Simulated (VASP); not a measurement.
# Si2Mo (Cm) in VASP: further runs, part 2 of 2

VASP 6.6.1. Earlier steps stand in the parts before.

## Step 3: Single point, PBEsol (atoms displaced along several vibrational modes)

INCAR reads:

```
ALGO = Normal
EDIFF = 1E-7
ENCUT = 520
GGA = PS
ISIF = 2
ISMEAR = 0
LASPH = True
LCHARG = False
LREAL = False
LWAVE = False
NBANDS = 18
NELM = 60
PREC = Accurate
SIGMA = 0.15
```

KPOINTS reads:

```
k-points
0
Gamma
  18 18 18
```

POSCAR reads:

```
Si2Mo
1.0
   -1.5951226549      1.5951226549      3.9109090651
    1.5951226549     -1.5951226549      3.9109090651
    1.5951226549      1.5951226549     -3.9109090651
Si Mo
2 1
Direct
    0.3350567058      0.3019871485     -0.0330695573
    0.6649432942      0.6497407015     -0.0152025927
    0.0000000000      0.0141294771      0.0141294771
```

Potentials or basis: VASP PAW PBE potentials, release 64 (Si, Mo_sv).

Launch:

```console
> cat potpaw_PBE.64/Si/POTCAR potpaw_PBE.64/Mo_sv/POTCAR > POTCAR
> mpirun -np 1 vasp_std > vasp.out
```

OUTCAR:

```text
EDIFF = 1E-7
   ENCUT = 520
   GGA = PS
   ISIF = 2
   ISMEAR = 0
   LASPH = True
   LREAL = False
   NELM = 60
   PREC = Accurate

 ion  position               nearest neighbor table
   1  0.335  0.302  0.967-   3 2.51   3 2.51   2 2.58   2 2.58   2 2.58   3 2.63   2 2.65   2 2.65
                             3 2.69   3 2.69
   2  0.665  0.650  0.985-   3 2.54   3 2.54   1 2.58   1 2.58   1 2.58   3 2.62   1 2.65   1 2.65
                             3 2.66   3 2.66
   3  0.000  0.014  0.014-   1 2.51   1 2.51   2 2.54   2 2.54   2 2.62   1 2.63   2 2.66   2 2.66
[... 697 lines left out ...]
     17      18.7443      0.00000
     18      19.7989      0.00000

 [... further k-points ...]
[... 5 lines left out ...]
  --------------------------------------------------------------------------------------
  -------------------------------------------------------------------------------------
  Total        0.3054360      0.5421475      0.3039163      0.0000000      0.0000000     -0.0922406
  in kB       12.2943338     21.8223839     12.2331609      0.0000000      0.0000000     -3.7128452
  external PRESSURE =      15.4499595 kB  Pullay stress =       0.0000000 kB

 VOLUME and BASIS-vectors are now :
 -----------------------------------------------------------------------------
  energy-cutoff  :      520.00
  volume of cell :       39.80
      direct lattice vectors                 reciprocal lattice vectors
    -1.595122655  1.595122655  3.910909065     0.000000000  0.313455519  0.127847514
     1.595122655 -1.595122655  3.910909065     0.313455519  0.000000000  0.127847514
     1.595122655  1.595122655 -3.910909065     0.313455519  0.313455519  0.000000000

 POSITION                                       TOTAL-FORCE (eV/Angst)
 -----------------------------------------------------------------------------------
      1.48962      1.59512     -1.29016         0.948281      0.000000     -0.142013
      1.54662      1.59512      1.29016         0.294150      0.000000      0.027403
      0.04508      0.00000      0.00000        -1.242431     -0.000000      0.114611
 -----------------------------------------------------------------------------------
    total drift:                               -0.000043      0.000000     -0.000010

  FREE ENERGIE OF THE ION-ELECTRON SYSTEM (eV)
  ---------------------------------------------------
  free  energy   TOTEN  =       -24.9956785305 eV

  energy  without entropy=      -24.9929114751  energy(sigma->0) =      -24.99429500
```

OSZICAR:

```text
N       E                     dE             d eps       ncg     rms          rms(c)
DAV:   1     0.117917429017E+03    0.11792E+03   -0.11310E+04 55848   0.116E+03
DAV:   2    -0.228602896678E+02   -0.14078E+03   -0.13791E+03 66440   0.299E+02
DAV:   3    -0.259394946453E+02   -0.30792E+01   -0.30476E+01 69304   0.391E+01
DAV:   4    -0.259572115920E+02   -0.17717E-01   -0.17699E-01 66082   0.319E+00
DAV:   5    -0.259573282212E+02   -0.11663E-03   -0.11662E-03 65426   0.274E-01    0.233E+01
DAV:   6    -0.251680557176E+02    0.78927E+00   -0.54902E+00 58984   0.155E+01    0.516E+00
DAV:   7    -0.250381190481E+02    0.12994E+00   -0.82530E-01 58146   0.548E+00    0.480E+00
DAV:   8    -0.249968957368E+02    0.41223E-01   -0.11039E-01 60498   0.241E+00    0.457E-01
DAV:   9    -0.249958150290E+02    0.10807E-02   -0.21966E-03 66718   0.377E-01    0.239E-01
DAV:  10    -0.249956916927E+02    0.12334E-03   -0.52212E-04 61862   0.189E-01    0.595E-02
DAV:  11    -0.249956806310E+02    0.11062E-04   -0.13205E-04 60962   0.854E-02    0.334E-02
DAV:  12    -0.249956794765E+02    0.11545E-05   -0.20900E-05 59974   0.319E-02    0.114E-02
DAV:  13    -0.249956786166E+02    0.85995E-06   -0.21378E-06 59948   0.118E-02    0.267E-03
DAV:  14    -0.249956785305E+02    0.86056E-07   -0.39478E-08 32492   0.151E-03
   1 F= -.24995679E+02 E0= -.24994295E+02  d E =-.276706E-02
```

stdout:

```text
POSCAR found type information on POSCAR SiMo
 POSCAR found :  2 types and       3 ions
 scaLAPACK will be used
 -----------------------------------------------------------------------------
|                                                                             |
|                                                                             |
|     You enforced a specific xc type in the INCAR file but a different       |
|     I HOPE YOU KNOW WHAT YOU ARE DOING!                                     |
|                                                                             |
 -----------------------------------------------------------------------------

 LDA part: xc-table for (Slater+PW92), standard interpolation
 POSCAR, INCAR and KPOINTS ok, starting setup
 FFT: planning ... GRIDC
 FFT: planning ... GRID_SOFT
 FFT: planning ... GRID
 WAVECAR not read
 entering main loop
```

It took 11 min on 1 thread of Intel Xeon 6975P-C (Granite Rapids), shared host; peak memory 1.1 GiB.

Results:

| Quantity | Value |
| --- | --- |
| Free energy | -24.9957 eV |
| Pressure | 1.5 GPa |
| Largest force | 1.248 eV/Å |
| Band gap on the k mesh | zero (bands 11 and 12 overlap by 0.74 eV) |

Forces on the atoms (eV/Å):
```
Si   0.948  0.000 -0.142
Si   0.294  0.000  0.027
Mo  -1.242  0.000  0.115
```

Stress tensor (GPa, compression positive):
```
 1.23  0.00 -0.37
 0.00  2.18  0.00
-0.37  0.00  1.22
```

Caveat: the cell differs from its parent crystal (atoms displaced along several vibrational modes); the PAW data sets were made with another functional, which shifts forces and pressure a little.
